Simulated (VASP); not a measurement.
# Zr3Cd2 (Pmmm) in VASP: relaxation of the atoms with PBE

Aim: the relaxation of the atoms of Zr3Cd2 with PBE.

Everything below comes from runs of VASP 6.6.1. Logs are shortened: lines on timing, memory, paths and dates and some standing lists are left out, and cuts for length are marked.

## Step 1: The cell of the first run

It takes space group Pmmm (No. 47, orthorhombic). The conventional cell has a = 5.300 Å, b = 6.520 Å, c = 7.860 Å, α = 90.00°, β = 90.00°, γ = 90.00°. Within 3.5 Å of Zr (site symmetry mmm) lie 2 Cd at 2.65 Å. Zr (site symmetry mmm) has 2 Zr at 2.65 Å within 3.5 Å. Zr (site symmetry mmm) has 2 Zr at 2.65 Å within 3.5 Å. Cd (site symmetry mmm) has 2 Cd at 3.26 Å and 4 Zr at 4.20 Å within 4.3 Å. Within 3.5 Å of Cd (site symmetry mmm) lie 2 Zr at 2.65 Å and 2 Cd at 3.26 Å.

## Step 2: Relaxation of the atoms, PBE

INCAR reads:

```
SYSTEM = Zr3Cd2
PREC = Accurate
ENCUT = 520
EDIFF = 1E-7
ISMEAR = -1
SIGMA = 0.05
LREAL = .False.
LASPH = .True.
NELM = 80
ALGO = Normal
ISIF = 2
LWAVE = .False.
LCHARG = .False.
GGA = PE
IBRION = 2
NSW = 80
EDIFFG = -0.02
KPAR = 4
```

KPOINTS reads:

```
Automatic mesh
0
Gamma
  6 5 4
  0 0 0
```

POSCAR reads:

```
Zr3Cd2
1.0
    5.3000000000      0.0000000000      0.0000000000
    0.0000000000      6.5200000000      0.0000000000
    0.0000000000      0.0000000000      7.8600000000
Zr Cd
3 2
Direct
    0.0000000000      0.0000000000      0.5000000000
    0.5000000000      0.0000000000      0.0000000000
    0.0000000000      0.0000000000      0.0000000000
    0.5000000000      0.5000000000      0.5000000000
    0.5000000000      0.0000000000      0.5000000000
```

Potentials or basis: VASP PAW PBE potentials, release 64 (Zr_sv, Cd).

The run is started by

```console
> cat potpaw_PBE.64/Zr_sv/POTCAR potpaw_PBE.64/Cd/POTCAR > POTCAR
> mpirun -np 4 vasp_std > vasp.out
```

OUTCAR:

```text
SYSTEM = Zr3Cd2
   PREC = Accurate
   ENCUT = 520
   EDIFF = 1E-7
   ISMEAR = -1
   LREAL = .False.
   LASPH = .True.
   NELM = 80
   ISIF = 2
   GGA = PE
   IBRION = 2
   NSW = 80
   EDIFFG = -0.02

 ion  position               nearest neighbor table
   1  0.000  0.000  0.500-   5 2.65   5 2.65
   2  0.500  0.000  0.000-   3 2.65   3 2.65
   3  0.000  0.000  0.000-   2 2.65   2 2.65
   4  0.500  0.500  0.500-   5 3.26   5 3.26
   5  0.500  0.000  0.500-   1 2.65   1 2.65   4 3.26   4 3.26

  LATTYP: Found a simple orthorhombic cell.
 ALAT       =     5.3000000000
 B/A-ratio  =     1.2301886792
 C/A-ratio  =     1.4830188679

  Lattice vectors:

 A1 = (   5.3000000000,   0.0000000000,   0.0000000000)
 A2 = (   0.0000000000,   6.5200000000,   0.0000000000)
 A3 = (   0.0000000000,   0.0000000000,   7.8600000000)

Analysis of symmetry for initial positions (statically):
=====================================================================
 Subroutine PRICEL returns:
 Original cell was already a primitive cell.

 Routine SETGRP: Setting up the symmetry group for a
 simple orthorhombic supercell.

 Subroutine GETGRP returns: Found  8 space group operations
 (whereof  8 operations were pure point group operations)
 out of a pool of  8 trial point group operations.

The static configuration has the point symmetry D_2h.

Analysis of symmetry for dynamics (positions and initial velocities):
=====================================================================
 Subroutine PRICEL returns:
 Original cell was already a primitive cell.

 Routine SETGRP: Setting up the symmetry group for a
 simple orthorhombic supercell.

 Subroutine GETGRP returns: Found  8 space group operations
 (whereof  8 operations were pure point group operations)
 out of a pool of  8 trial point group operations.

The dynamic configuration has the point symmetry D_2h.

 Subroutine INISYM returns: Found  8 space group operations
 (whereof  8 operations are pure point group operations),
 and found     1 'primitive' translations

----------------------------------------------------------------------------------------

                                     Primitive cell

[... 94 lines left out ...]
   ENCUT  =  520.0 eV  38.22 Ry    6.18 a.u.   9.85 12.12 14.61*2*pi/ulx,y,z
   NELM   =     80;   NELMIN=  2; NELMDL= -5     # of ELM steps
   EDIFF  = 0.1E-06   stopping-criterion for ELM
   LREAL  =      F    real-space projection
   EDIFFG = -.2E-01   stopping-criterion for IOM
   NSW    =     80    number of steps for IOM
   IBRION =      2    ionic relax: 0-MD 1-quasi-New 2-CG
   NFREE  =      1    steps in history (QN), initial steepest desc. (CG)
   ISIF   =      2    stress and relaxation
   ISYM   =      2    0-nonsym 1-usesym 2-fastsym
   POTIM  = 0.5000    time-step for ionic-motion
   TEBEG  =    0.0;   TEEND  =   0.0 temperature during run
   PSTRESS=    0.0 pullay stress
   NELECT =      60.0000    total number of electrons
   NUPDOWN=      -1.0000    fix difference up-down
   EMIN   =  10.00;   EMAX   =-10.00  energy-range for DOS
   EFERMI =   0.00;   METHOD = LEGACY
   ISMEAR =    -1;   SIGMA  =   0.05  broadening in eV -4-tet -1-fermi 0-gaus
   EFERMI_NEDOS =   21; number of points for ismear=-14 and -15
   IALGO  =     38    algorithm
   IMIX   =      4    mixing-type and parameters
     AMIX     =   0.40;   BMIX     =  1.00
     AMIX_MAG =   1.60;   BMIX_MAG =  1.00
  volume/ion in A,a.u.               =      54.32       366.58
  Fermi-wavevector in a.u.,A,eV,Ry     =   0.989638  1.870146 13.325333  0.979384
  Thomas-Fermi vector in A             =   2.121252
   LORBIT       =      0    0 simple, 1 ext, 2 COOP (PROOUT), +10 PAW based schemes
   GGA     = PE    functional components
   LHFCALC =     F    Hartree Fock is set to
   AEXX    =    0.0000 exact exchange contribution
   IVDW    =     0    specifies the selected vdW correction
   LEPSILON=     F    determine dielectric tensor
   LRPA    =     F    only Hartree local field effects (RPA)
 conjugate gradient relaxation of ions
 non-spin polarized calculation
  energy-cutoff  :      520.00
  volume of cell :      271.61
 maximum number of plane-waves:      7348
 NGX is ok and might be reduce to    40
   NGX = 19   NGY = 25   NGZ = 29

 number of electron      60.0000001 magnetization

 Free energy of the ion-electron system (eV)
  ---------------------------------------------------
  ext. energy  EPLUGINS =         0.00000000
  ---------------------------------------------------
  free energy    TOTEN  =       -16.63144839 eV

  energy without entropy =      -16.51677997  energy(sigma->0) =      -16.57411418

 E-fermi :   0.7819     XC(G=0):  -6.9228

 val. band max:        0.7784189967   @ k =   0.5000   0.2000   0.5000
 cond. band min:       0.7876083770   @ k =   0.3333   0.4000   0.0000
 fundamental gap:      0.0091893803
 Fermi energy:         0.7819359858

 k-point     1 :       0.0000    0.0000    0.0000
  band No.  band energies     occupation
      1     -49.2728      2.00000
      2     -48.6264      2.00000
      3     -48.2767      2.00000
      4     -27.5114      2.00000
      5     -27.3802      2.00000
      6     -27.1562      2.00000
[... 925 lines left out ...]
     35       1.6495      0.00000
     36       1.7313      0.00000

 [... further k-points ...]

------------------------ aborting loop because EDIFF is reached ----------------------------------------

  FORCE on cell =-STRESS in cart. coord.  units (eV):
  Direction    XX          YY          ZZ          XY          YZ          ZX
  --------------------------------------------------------------------------------------
  -------------------------------------------------------------------------------------
  Total        4.0343413     -5.2676449    -12.6929140     -0.0000000      0.0000000      0.0000000
  in kB       23.7978216    -31.0728483    -74.8731163     -0.0000000      0.0000000      0.0000000
  external PRESSURE =     -27.3827143 kB  Pullay stress =       0.0000000 kB

 VOLUME and BASIS-vectors are now :
 -----------------------------------------------------------------------------
  energy-cutoff  :      520.00
  volume of cell :      271.61
      direct lattice vectors                 reciprocal lattice vectors
     5.300000000  0.000000000  0.000000000     0.188679245  0.000000000  0.000000000
     0.000000000  6.520000000  0.000000000     0.000000000  0.153374233  0.000000000
     0.000000000  0.000000000  7.860000000     0.000000000  0.000000000  0.127226463

 POSITION                                       TOTAL-FORCE (eV/Angst)
 -----------------------------------------------------------------------------------
      0.00000      0.00000      3.93000         0.000000      0.000000      0.000000
      2.65000      0.00000      0.00000         0.000000      0.000000      0.000000
      0.00000      0.00000      0.00000         0.000000      0.000000      0.000000
      2.65000      3.26000      3.93000         0.000000      0.000000      0.000000
      2.65000      0.00000      3.93000         0.000000      0.000000      0.000000
 -----------------------------------------------------------------------------------
    total drift:                               -0.000000      0.000000     -0.000000

  FREE ENERGIE OF THE ION-ELECTRON SYSTEM (eV)
  ---------------------------------------------------
  free  energy   TOTEN  =       -16.6314483852 eV

  energy  without entropy=      -16.5167799737  energy(sigma->0) =      -16.57411418

 reached required accuracy - stopping structural energy minimisation
```

Run time: 1.8 min. Hardware: 4 MPI ranks of Intel Xeon Platinum 8488C (Sapphire Rapids), shared host; peak memory 0.54 GiB.

Results:

* Free energy: -16.6314 eV
* Pressure after relaxing: -2.7 GPa
* Band gap on the k mesh: zero (bands 30 and 31 overlap by 0.33 eV)

Stress tensor (GPa, compression positive):
```
 2.38  0.00  0.00
 0.00 -3.11  0.00
 0.00  0.00 -7.49
```

Final structure:
```xyz
5
Lattice="5.3000 0.0000 0.0000 0.0000 6.5200 0.0000 0.0000 0.0000 7.8600" Properties=species:S:1:pos:R:3 pbc="T T T"
Zr    0.0000    0.0000    3.9300
Zr    2.6500    0.0000    0.0000
Zr    0.0000    0.0000    0.0000
Cd    2.6500    3.2600    3.9300
Cd    2.6500    0.0000    3.9300
```

Levels at points of the mesh, in eV from the Fermi level:
| k point | band 26 | band 27 | band 28 | band 29 | band 30 | band 31 | band 32 | band 33 | band 34 | band 35 |
| --- | --- | --- | --- | --- | --- | --- | --- | --- | --- | --- |
| (0.00, 0.00, 0.00) | -1.34 | -1.26 | -1.00 | -0.33 | -0.16 | -0.10 | -0.05 | 0.78 | 1.00 | 1.05 |
| (0.50, 0.00, 0.00) | -0.94 | -0.58 | -0.40 | -0.13 | 0.06 | 0.17 | 0.25 | 0.27 | 0.37 | 0.56 |
| (0.00, 0.00, 0.50) | -1.30 | -1.30 | -1.24 | -0.38 | -0.14 | -0.02 | 0.45 | 0.77 | 0.89 | 0.92 |
| (0.50, 0.00, 0.50) | -0.95 | -0.59 | -0.29 | -0.29 | -0.05 | 0.11 | 0.31 | 0.38 | 0.80 | 0.80 |
